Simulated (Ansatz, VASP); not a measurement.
ZnS: VASP beside Ansatz

File INCAR:

```
SYSTEM = ZnS
ALGO = Normal ; EDIFF = 1E-7
ENCUT = 520 ; GGA = PS
ISIF = 2 ; ISMEAR = 0
LASPH = .True. ; LCHARG = .False.
LREAL = .False. ; LWAVE = .False.
NBANDS = 16 ; NELM = 80
PREC = Accurate ; SIGMA = 0.02
```

File KPOINTS:

```
k-points
0
Gamma
  6 6 6
  0 0 0
```

The input POSCAR:

```
ZnS
1.0
    0.0000000000      2.6781727502      2.6781727502
    2.6781727502      0.0000000000      2.6781727502
    2.6781727502      2.6781727502      0.0000000000
Zn S
1 1
Direct
    0.0000000000      0.0000000000      0.0000000000
    0.7500000000      0.7500000000      0.7500000000
```

Input for Ansatz:

```yaml
crystal:
  lattice:
    - [0.0, 2.6781727502, 2.6781727502]
    - [2.6781727502, 0.0, 2.6781727502]
    - [2.6781727502, 2.6781727502, 0.0]
  atoms:
    - { symbol: Zn, position: [0.0, 0.0, 0.0] }
    - { symbol: S, position: [0.75, 0.75, 0.75] }
basis:
  ecutwfc: 420
kpoints:
  mp_grid: { grid: [6, 6, 6] }
hamiltonian:
  xc: pbesol
  pseudopotentials: { kind: paw, azcp: { folder: soft_1 } }
scf:
  occupations: { method: gaussian, width: 0.02 }
output:
  forces: true
  stress: true
  eigenvalues: true
```

Alike in both runs: task single point; functional PBEsol; k mesh 6 × 6 × 6; occupations gaussian, width 0.02 eV; no spin polarisation.

```csv
,VASP,Ansatz
version,VASP 6.6.1,Ansatz 0.2.0
potentials or method,"VASP PAW PBE potentials, release 64 (Zn, S), cutoff 520 eV","scalar-relativistic, plane waves, PAW"
valence electrons in the cell,18,18
```

```csv
,VASP,Ansatz,Ansatz less VASP
gap on the k mesh at the Fermi level (eV),2.09,2.08,-0.012
least direct gap on the mesh (eV),2.09,2.08,-0.012
pressure (GPa),0.2,0.0,-0.19
```

VASP's potentials were made for PBE, not for PBEsol, and Ansatz warns of the same on its side. With one functional, cell and mesh, what is left measures potentials, basis and numerics.
